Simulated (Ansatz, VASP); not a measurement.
Al2Cu: VASP beside Ansatz

```xyz
6
Lattice="-2.8467 2.8467 2.2931 2.8467 -2.8467 2.2931 2.8467 2.8467 -2.2931" Properties=species:S:1:pos:R:3 pbc="T T T"
Al    3.7538    0.9071    0.0000
Al    1.9396    0.9071    2.2931
Al   -0.9071    1.9396    2.2931
Al    0.9071    1.9396    0.0000
Cu    0.0000    0.0000    3.4396
Cu    0.0000    0.0000    1.1465
```

Alike in both runs: task single point; functional PBEsol; k mesh 10 × 10 × 10; occupations gaussian, width 0.15 eV; no spin polarisation.

|  | VASP | Ansatz |
| --- | --- | --- |
| version | VASP 6.6.1 | Ansatz 0.2.0 |
| potentials or method | VASP PAW PBE potentials, release 64 (Al, Cu), cutoff 520 eV | scalar-relativistic, plane waves, PAW |
| valence electrons in the cell | 34 | 50 |

|  | VASP | Ansatz | Ansatz less VASP |
| --- | --- | --- | --- |
| gap on the k mesh at the Fermi level (eV) | none | none | - |
| pressure (GPa) | 24.1 | 23.8 | -0.29 |
| traceless stress, the component that is largest in VASP (GPa) | 0.22 | 0.19 | -0.035 |
| rms of the force components (eV/Å) | 0.076 | 0.076 | -0.0001 |

VASP's potentials were made for PBE, not for PBEsol, and Ansatz warns of the same on its side. Atom by atom the forces differ by 0.000 eV/Å (rms over components). A gap of «none» marks a metal or a gap that the smearing closes. VASP's potentials hold 34 valence electrons a cell and Ansatz's 50, so a difference there can come from the potentials and not from the codes.
